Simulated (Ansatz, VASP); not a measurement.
In3GaSb2N2: VASP beside Ansatz

```
In Ga Sb N
1.0
     4.98365    0.00000    0.00000
    -2.49183    4.31597    0.00000
     0.00000    0.00000   11.02517
In Ga Sb N
3 1 2 2
Direct
  0.33333 0.66667 0.00000
  0.66667 0.33333 0.00000
  0.00000 0.00000 0.00000
  0.00000 0.00000 0.50000
  0.00000 0.00000 0.25852
  0.00000 0.00000 0.74148
  0.33333 0.66667 0.50000
  0.66667 0.33333 0.50000
```

Alike in both runs: functional PBE; k mesh 3 × 3 × 1; occupations gaussian, width 0.15 eV; no spin polarisation.

Ansatz relaxed the structure, and its values are those at the end. VASP's run is a single point on that final structure, the one shown.

```csv
,VASP,Ansatz
version,VASP 6.6.1,Ansatz 0.2.0
potentials or method,"VASP PAW PBE potentials, release 64 (In_d, Ga_d, Sb, N), cutoff 520 eV","scalar-relativistic, plane waves, PAW"
valence electrons in the cell,72,92
```

```csv
,VASP,Ansatz,Ansatz less VASP
gap on the k mesh at the Fermi level (eV),none,none,-
pressure (GPa),0.3,0.4,+0.03
rms of the force components (eV/Å),0.004,0.001,-0.0031
```

A gap of «none» marks a metal or a gap that the smearing closes. VASP's potentials hold 72 valence electrons a cell and Ansatz's 92, so a difference there can come from the potentials and not from the codes.

The k mesh is coarse, so the values compare programs but aren't converged. Neither program's run includes spin-orbit coupling.
